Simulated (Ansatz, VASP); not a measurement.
# One calculation of Si, two programs

Contents of POSCAR:

```
Si
1.0
    0.0000000000      2.7350000000      2.7350000000
    2.7350000000      0.0000000000      2.7350000000
    2.7350000000      2.7350000000      0.0000000000
Si
2
Direct
    0.0063329097      0.0063329097      0.0063329097
    0.2500000000      0.2500000000      0.2500000000
```

Contents of INCAR.step1:

```
SYSTEM = Si
PREC     = Accurate       ! precision mode
ENCUT    = 520            ! plane-wave cutoff, eV
EDIFF    = 1E-5           ! SCF threshold, eV
ISMEAR   = -1             ! smearing method
SIGMA    = 0.05           ! smearing width, eV
LREAL    = .FALSE.        ! projectors in reciprocal space
LASPH    = .TRUE.         ! aspherical terms in the spheres
NELM     = 100            ! most SCF steps
ALGO     = Normal         ! electronic algorithm
ISIF     = 2              ! what is computed and relaxed
LWAVE    = .TRUE.         ! write WAVECAR
NBANDS   = 11             ! bands
GGA      = PE             ! functional
```

Contents of INCAR.step2:

```
SYSTEM = Si
PREC     = Accurate       ! precision mode
ENCUT    = 520            ! plane-wave cutoff, eV
EDIFF    = 1E-6           ! SCF threshold, eV
ISMEAR   = -1             ! smearing method
SIGMA    = 0.05           ! smearing width, eV
LREAL    = .FALSE.        ! projectors in reciprocal space
LASPH    = .TRUE.         ! aspherical terms in the spheres
NELM     = 100            ! most SCF steps
ALGO     = Normal         ! electronic algorithm
ISIF     = 2              ! what is computed and relaxed
LWAVE    = .FALSE.        ! write WAVECAR
LCHARG   = .TRUE.         ! write CHGCAR
GGA      = PE             ! functional
LHFCALC  = .TRUE.         ! exact exchange
HFSCREEN = 0.2079         ! screening, 1/A
PRECFOCK = Normal       
LELF     = .TRUE.         ! ELF
LVHAR    = .TRUE.       
NBANDS   = 11             ! bands
ISTART   = 1
```

Contents of KPOINTS:

```
Automatic mesh
0
G
  4 4 4
  0 0 0
```

Input for Ansatz:

```yaml
crystal:
  lattice:
    - [0.0, 2.735, 2.735]
    - [2.735, 0.0, 2.735]
    - [2.735, 2.735, 0.0]
  atoms:
    - { symbol: Si, position: [0.0063329097, 0.0063329097, 0.0063329097] }
    - { symbol: Si, position: [0.25, 0.25, 0.25] }
kpoints:
  mp_grid: { grid: [4, 4, 4] }
hamiltonian:
  xc: hse06
  pseudopotentials: { kind: paw }
scf:
  occupations: { method: fermi_dirac, width: 0.05 }
output:
  forces: true
  stress: true
  eigenvalues: true
```

Alike in both runs: task single point; functional HSE06; k mesh 4 × 4 × 4; occupations fermi-dirac, width 0.05 eV; no spin polarisation.

|  | VASP | Ansatz |
| --- | --- | --- |
| version | VASP 6.6.1 | Ansatz 0.2.0 development build |
| potentials or method | VASP PAW PBE potentials, release 64 (Si) | plane waves, PAW datasets (generated soft set 1) |
| plane-wave cutoff (eV) | 520 | 420 |
| valence electrons in the cell | 8 | 8 |

|  | VASP | Ansatz | Ansatz less VASP |
| --- | --- | --- | --- |
| gap on the k mesh at the Fermi level (eV) | 1.08 | 1.07 | -0.012 |
| rms of the force components (eV/Å) | 0.542 | 0.544 | +0.0021 |

Atom by atom the forces differ by 0.002 eV/Å (rms over components). Ansatz's warnings: stress exchange threshold loose, stress scf threshold loose.

The k mesh is coarse, so the values compare programs but aren't converged.
